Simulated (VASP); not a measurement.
MgO, 8 atoms in the cell. Symmetry: P6_3mc, No. 186, hexagonal system. Conventional cell: a = 3.335 Å, b = 3.335 Å, c = 10.233 Å, α = 90.00°, β = 90.00°, γ = 120.00°. Mg (site symmetry 3m) has 4 O at 1.94 to 2.02 Å within 2.6 Å. Mg (site symmetry 3m) has 4 O at 1.96 to 2.02 Å within 2.6 Å. O (site symmetry 3m) has 4 Mg at 1.94 to 2.02 Å within 2.6 Å. Within 2.6 Å of O (site symmetry 3m) lie 4 Mg at 1.96 to 2.02 Å. 

| Property | Result |
| --- | --- |
| Program | VASP 6.6.1 |
| Task | single point |
| Functional | PBE |
| Potentials or basis | VASP PAW PBE potentials, release 64 (Mg, O) |
| Cutoff | 520 eV |
| k mesh | 9 × 9 × 2 |
| Occupations | gaussian, width 0.05 eV |
| Spin | no spin polarisation |
| Dipole correction | no |
| Further INCAR settings | ALGO = Normal; EDIFF = 1e-07; NBANDS = 26 |

Potentials or basis: VASP PAW PBE potentials, release 64 (Mg, O).

Run with:

```bash
$ cat potpaw_PBE.64/Mg/POTCAR potpaw_PBE.64/O/POTCAR > POTCAR
$ mpirun -np 1 vasp_std > vasp.out
```

Hardware: 1 thread of Intel(R) Xeon(R) Platinum 8124M CPU @ 3.00GHz (Skylake/Cascade Lake) (shared host).

Problem. Estimate the wall time of this run.

Solution. It took 60 s on 1 thread of Intel(R) Xeon(R) Platinum 8124M CPU @ 3.00GHz (Skylake/Cascade Lake) (shared host), peak memory 0.25 GiB. Counts: scf iterations 14, k points 24.
